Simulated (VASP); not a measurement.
## GaN: single point with PBE

GaN:

```
CELL_PARAMETERS angstrom
0.00000 2.24895 2.24895
2.24895 0.00000 2.24895
2.24895 2.24895 0.00000
ATOMIC_POSITIONS crystal
Ga 0.00000 0.00000 0.00000
N 0.25000 0.25000 0.25000
```

```
Program                : VASP 6.6.1
Task                   : single point
Functional             : PBE
Potentials or basis    : VASP PAW PBE potentials, release 64 (Ga_d, N)
Cutoff                 : 520 eV
k mesh                 : 10 × 10 × 10
Occupations            : gaussian, width 0.01 eV
Spin                   : no spin polarisation
Dipole correction      : no
Further INCAR settings : ALGO = Normal; EDIFF = 1e-06; NBANDS = 16
```

```yaml
Pressure: 6.3 GPa
Band_gap_on_the_k_mesh: 1.76 eV, direct
```

Levels at points of the mesh, in eV from the valence-band top:
```csv
k point,band 5,band 6,band 7,band 8,band 9,band 10,band 11,band 12,band 13,band 14
"(0.00, 0.00, 0.00)",-13.12,-13.12,0.00,0.00,0.00,1.76,10.34,10.34,10.34,17.69
"(0.50, 0.00, 0.00)",-13.07,-11.88,-7.08,-0.98,-0.98,4.68,8.76,10.40,10.40,15.68
"(0.50, 0.50, 0.00)",-13.04,-11.45,-6.15,-2.72,-2.72,3.35,6.70,11.75,14.03,14.03
```

It took 8.2 s on 1 thread of Intel(R) Xeon(R) 6975P-C (Granite Rapids) (shared host), peak memory 0.14 GiB.
